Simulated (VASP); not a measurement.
Cd, 2 atoms in the cell. It takes space group P6_3/mmc (No. 194, hexagonal). Conventional cell: a = 2.979 Å, b = 2.979 Å, c = 5.674 Å, α = 90.00°, β = 90.00°, γ = 120.00°. Cd (site symmetry -6m2) has 12 Cd at 2.98 to 3.32 Å within 3.9 Å.  This cell differs from its parent crystal: zz strain of +1 %.

* Program: VASP 6.6.1
* Task: single point
* Functional: PBE
* Potentials or basis: VASP PAW PBE potentials, release 64 (Cd)
* Cutoff: 520 eV
* k mesh: 14 × 14 × 7
* Occupations: fermi-dirac, width 0.05 eV
* Spin: no spin polarisation
* Dipole correction: no
* Further INCAR settings: ALGO = Normal; EDIFF = 1e-06; NBANDS = 19

Potentials or basis: VASP PAW PBE potentials, release 64 (Cd).

Command:

```console
$ cat potpaw_PBE.64/Cd/POTCAR > POTCAR
$ mpirun -np 1 vasp_std > vasp.out
```

Hardware: 1 thread of AMD EPYC 9R45 96-Core Processor (Zen 5) (shared host).

Problem. Estimate the wall time of this run.

Solution. Wall time 36 s on 1 thread of AMD EPYC 9R45 96-Core Processor (Zen 5) (shared host), peak memory 0.17 GiB. Counts: scf iterations 11, k points 96.
